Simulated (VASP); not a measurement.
Write the native input for VASP 6.6.1 that does the following.

- Task: single point
- Functional: PBE
- Potentials or basis: VASP PAW PBE potentials, release 64 (Sr_sv, O)
- Cutoff: 520 eV
- k mesh: 8 × 8 × 8
- Occupations: fermi-dirac, width 0.02 eV
- Spin: no spin polarisation
- Dipole correction: no
- Further INCAR settings: ALGO = Normal; EDIFF = 1e-07; NBANDS = 15

The structure of SrO lies in POSCAR:

```
SrO
1.0
    0.0000000000      2.6756067366      2.6756067366
    2.6756067366      0.0000000000      2.6756067366
    2.6756067366      2.6756067366      0.0000000000
Sr O
1 1
Direct
    0.5000000000      0.5000000000      0.5000000000
    0.0000000000      0.0000000000      0.0000000000
```

This cell differs from its parent crystal: strain +3.7%.

One way to write it, as run:

INCAR

```
ALGO = Normal
EDIFF = 1E-7
ENCUT = 520
GGA = PE
ISIF = 2
ISMEAR = -1
LASPH = T
LCHARG = T
LELF = T
LREAL = F
LVHAR = T
LWAVE = F
NBANDS = 15
NELM = 80
PREC = Accurate
SIGMA = 0.02
```

KPOINTS

```
k-points
0
Gamma
  8 8 8
```

Potentials or basis: VASP PAW PBE potentials, release 64 (Sr_sv, O).

The run is started by

```console
$ cat potpaw_PBE.64/Sr_sv/POTCAR potpaw_PBE.64/O/POTCAR > POTCAR
$ mpirun -np 1 vasp_std > vasp.out
```

It gave:

- Pressure: -5.8 GPa
- Band gap on the k mesh: 3.19 eV, direct

Caveat: the cell differs from its parent crystal (strain +3.7%).

Wall time 12 s on 1 thread of AMD EPYC 9R45 96-Core Processor (Zen 5), with other jobs on the host, peak memory 0.13 GiB.
